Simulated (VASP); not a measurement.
Wanted: the native input for a VASP 6.6.1 run.

```yaml
Task: single point
Functional: PBE
Potentials_or_basis: VASP PAW PBE potentials, release 64 (Zn, S)
Cutoff: 520 eV
k_mesh: 8 × 8 × 6
Occupations: gaussian, width 0.02 eV
Spin: no spin polarisation
Dipole_correction: no
Further_INCAR_settings: ALGO = Normal; EDIFF = 1e-06; NBANDS = 26
```

The structure of ZnS lies in POSCAR:

```
ZnS
1.0
    2.7025671467      2.7025671467      0.0000000000
   -2.7025671467      2.7025671467      0.0000000000
    0.0000000000      0.0000000000      5.5511549192
Zn S
2 2
Direct
    0.0000000000      0.0000000000      0.0000000000
    0.5000000000      0.5000000000      0.5000000000
    0.5000000000      0.0000000000      0.7500000000
    0.0000000000      0.5000000000      0.2500000000
```

One way to write it, as run:

INCAR

```
SYSTEM = ZnS
PREC = Accurate ; ENCUT = 520
EDIFF = 1E-6 ; ISMEAR = 0
SIGMA = 0.02 ; LREAL = .FALSE.
LASPH = .TRUE. ; NELM = 100
ALGO = Normal ; ISIF = 2
LWAVE = .FALSE. ; LCHARG = .TRUE.
GGA = PE ; LELF = .TRUE.
LVHAR = .TRUE. ; NBANDS = 26
```

KPOINTS

```
Automatic mesh
0
G
  8 8 6
  0 0 0
```

Potentials or basis: VASP PAW PBE potentials, release 64 (Zn, S).

Run with:

```console
$ cat potpaw_PBE.64/Zn/POTCAR potpaw_PBE.64/S/POTCAR > POTCAR
$ mpirun -np 1 vasp_std > vasp.out
```

It gave:

| Quantity | Value |
| --- | --- |
| Pressure | -0.2 GPa |
| Band gap on the k mesh | 1.96 eV |

Run time: 2.4 min on 1 thread of AMD EPYC 7R43 64-Core Processor (Zen 3), with other jobs on the host, peak memory 0.19 GiB.
